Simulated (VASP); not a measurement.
Here is a VASP 6.6.1 calculation.

The input INCAR:

```
PREC = Accurate
ENCUT = 600
EDIFF = 1E-6
ISMEAR = 0
SIGMA = 0.15
LREAL = False
LASPH = True
NELM = 120
ALGO = Normal
ISIF = 2
LWAVE = False
LCHARG = False
GGA = PE
IVDW = 12
NBANDS = 36
GGA_COMPAT = False
```

File KPOINTS:

```
Automatic mesh
0
Gamma
  18 18 2
```

The input POSCAR:

```
C
1.0
    2.4648840281      0.0000000000      0.0000000000
   -1.2324420141      2.1346521857      0.0000000000
    0.0000000000      0.0000000000     20.6060947640
C
12
Direct
    0.6164627403      0.1087648080      0.9208696366
    0.5384046314      0.4215475731      0.4514097313
    0.7611546020      0.2417823344      0.7999579040
    0.7444547001      0.4355258163      0.2842587424
    0.1872443504      0.2364391033      0.6048204987
    0.5389761718      0.8529499652      0.2901434248
   -0.1726674026     -0.3036650947      0.1286192959
    0.5210630801      0.1500577255      0.6175256746
    0.3794984999      0.8188404984      0.7885285669
    0.3266968828      0.5779596146      0.1105080861
    0.2828917817      0.6858104135      0.4365608324
    0.2758199621      0.7739872425      0.9547975865
```

Potentials or basis: VASP PAW PBE potentials, release 64 (C).

Command:

```bash
$ cat potpaw_PBE.64/C/POTCAR > POTCAR
$ mpirun -np 1 vasp_std > vasp.out
```

**Question.** What does it give for the largest force?

**Answer.** 51.606 eV/Å.

**Question.** Predict the dispersion energy per atom.

**Answer.** -0.164 eV.

**Question.** Estimate the pressure.

**Answer.** 78.9 GPa.

**Question.** Estimate the band gap on the k mesh.

**Answer.** Zero (bands 24 and 25 overlap by 2.88 eV).

Stress tensor (GPa, compression positive):
```
121.88  -5.13  27.87
 -5.13  99.03 -15.06
 27.87 -15.06  15.85
```

Caveat: the cell differs from its parent crystal (atoms moved at random); atoms lie so close that the PAW spheres overlap strongly, which falsifies energies and pressures; the cell stands under pressure; forces of over 1 eV/Å act on the atoms, so gaps and moduli don't describe the material at rest.
